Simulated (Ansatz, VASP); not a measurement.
# Two plane-wave programs on MgO

```
Mg O
1.0
     2.84988    0.00000    0.00000
    -1.42494    2.46807    0.00000
     0.00000    0.00000    2.63948
Mg O
1 1
Cartesian
  0.0000 0.0000 0.0000
  0.0000 1.6454 1.3197
```

Change from the starting cell: strain -0.030 along x and y, -0.015 along z, atoms carried along.

Alike in both runs: task single point; functional LDA; k mesh 9 × 9 × 8; occupations gaussian, width 0.05 eV; no spin polarisation.

|  | VASP | Ansatz |
| --- | --- | --- |
| version | VASP 6.6.1 | Ansatz 0.2.0 |
| potentials or method | VASP PAW LDA potentials, release 64 (Mg_sv, O), cutoff 750 eV | scalar-relativistic, plane waves, PAW |
| valence electrons in the cell | 16 | 16 |

VASP gave:

* gap on the k mesh at the Fermi level (eV): 3.57
* least direct gap on the mesh (eV): 4.08
* pressure (GPa): 1.0
* traceless stress, the component that is largest in VASP (GPa): -4.83

Question: Which values does Ansatz return?

Answer: gap on the k mesh at the Fermi level (eV): 3.55; least direct gap on the mesh (eV): 4.07; pressure (GPa): 1.0; traceless stress, the component that is largest in VASP (GPa): -4.97.

LDA's correlation is that of Perdew and Zunger in VASP and of Perdew and Wang (1992) in Ansatz.
